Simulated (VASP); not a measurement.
Write the native input for VASP 6.6.1 that does the following.

```
Task                   : single point
Functional             : RPBE
Dispersion             : D3(BJ)
Potentials or basis    : VASP PAW PBE potentials, release 64 (Zr_sv)
Cutoff                 : 520 eV
k mesh                 : 9 × 9 × 5
Occupations            : fermi-dirac, width 0.05 eV
Spin                   : no spin polarisation
Dipole correction      : no
Further INCAR settings : ALGO = Normal; EDIFF = 1e-06; NBANDS = 19
```

The structure of Zr lies in POSCAR:

```
Zr
1.0
    2.8945877732      0.0000000000      0.0000000000
   -1.4472938866      2.5067865451      0.0000000000
    0.0000000000      0.0000000000      4.8028011893
Zr
2
Direct
    0.6666666667      0.3333333333      0.7500000000
    0.3333333333      0.6666666667      0.2500000000
```

The input as run:

INCAR

```
SYSTEM = Zr
PREC     = Accurate       ! precision mode
ENCUT    = 520            ! plane-wave cutoff, eV
EDIFF    = 1E-6           ! SCF threshold, eV
ISMEAR   = -1             ! smearing method
SIGMA    = 0.05           ! smearing width, eV
LREAL    = .FALSE.        ! projectors in reciprocal space
LASPH    = .TRUE.         ! aspherical terms in the spheres
NELM     = 100            ! most SCF steps
ALGO     = Normal         ! electronic algorithm
ISIF     = 2              ! what is computed and relaxed
LWAVE    = .FALSE.        ! write WAVECAR
LCHARG   = .FALSE.        ! write CHGCAR
GGA      = RP             ! functional
IVDW     = 12             ! dispersion correction
NBANDS   = 19             ! bands
```

KPOINTS

```
regular mesh
0
G
  9 9 5
  0 0 0
```

Potentials or basis: VASP PAW PBE potentials, release 64 (Zr_sv).

Command:

```console
$ cat potpaw_PBE.64/Zr_sv/POTCAR > POTCAR
$ mpirun -np 1 vasp_std > vasp.out
```

It gave:

```
Pressure                   : 0.0 GPa
Band gap on the k mesh     : zero (bands 12 and 13 overlap by 1.26 eV)
Dispersion energy per atom : -5.007 eV
```

Caveat: the PAW data sets were made with another functional, which shifts forces and pressure a little.

It took 31 s on 1 thread of Intel Xeon 8259CL, with other jobs on the host, peak memory 0.17 GiB.
